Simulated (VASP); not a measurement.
A run of VASP 6.6.1:

INCAR

```
PREC = Accurate
ENCUT = 520
EDIFF = 1E-7
ISMEAR = 0
SIGMA = 0.15
LREAL = False
LASPH = True
NELM = 80
ALGO = Fast
ISIF = 2
LWAVE = False
LCHARG = True
GGA = PS
LELF = True
LVHAR = True
NBANDS = 10
```

File KPOINTS:

```
regular mesh
0
Gamma
  12 12 12
```

The input POSCAR:

```
Rb
1.0
   -2.8060000000      2.8060000000      2.8901800000
    2.8060000000     -2.8060000000      2.8901800000
    2.8060000000      2.8060000000     -2.8901800000
Rb
1
Direct
    0.0000000000      0.0000000000      0.0000000000
```

Potentials or basis: VASP PAW PBE potentials, release 64 (Rb_sv).

The run is started by

```bash
$ cat potpaw_PBE.64/Rb_sv/POTCAR > POTCAR
$ mpirun -np 1 vasp_std > vasp.out
```

Hardware: 1 thread of Intel(R) Xeon(R) Platinum 8488C (Sapphire Rapids), with other jobs on the host.

Task: How long does it take, and how much memory?

Result: Run time: 2.4 min on 1 thread of Intel(R) Xeon(R) Platinum 8488C (Sapphire Rapids), on a shared host, peak memory 0.32 GiB. Counts: scf iterations 13, k points 163.
